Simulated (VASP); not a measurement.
Here is a VASP 6.6.1 calculation.

The input INCAR:

```
SYSTEM = LiF
  PREC = Accurate
  ENCUT = 520
  EDIFF = 1E-6
  ISMEAR = -1
  SIGMA = 0.02
  LREAL = .False.
  LASPH = .True.
  NELM = 100
  ALGO = Normal
  ISIF = 2
  LWAVE = .False.
  LCHARG = .True.
  GGA = PE
  LELF = .True.
  LVHAR = .True.
  NBANDS = 12
```

KPOINTS

```
Automatic mesh
0
Gamma
  10 10 10
  0 0 0
```

File POSCAR:

```
LiF
1.0
    2.6616981819      0.0000000000      0.0000000000
    0.0000000000      2.6616981819      0.0000000000
    0.0000000000      0.0000000000      2.5502268064
Li F
1 1
Direct
    0.0000000000      0.0000000000      0.0000000000
    0.5000000000      0.5000000000      0.5000000000
```

Potentials or basis: VASP PAW PBE potentials, release 64 (Li_sv, F).

The run is started by

```sh
$ cat potpaw_PBE.64/Li_sv/POTCAR potpaw_PBE.64/F/POTCAR > POTCAR
$ mpirun -np 1 vasp_std > vasp.out
```

Predict the band gap on the k mesh.

6.72 eV (least direct gap 7.22 eV).

Caveat: the cell differs from its parent crystal (epitaxial xy strain +5.8%). A k mesh can miss the band edges.
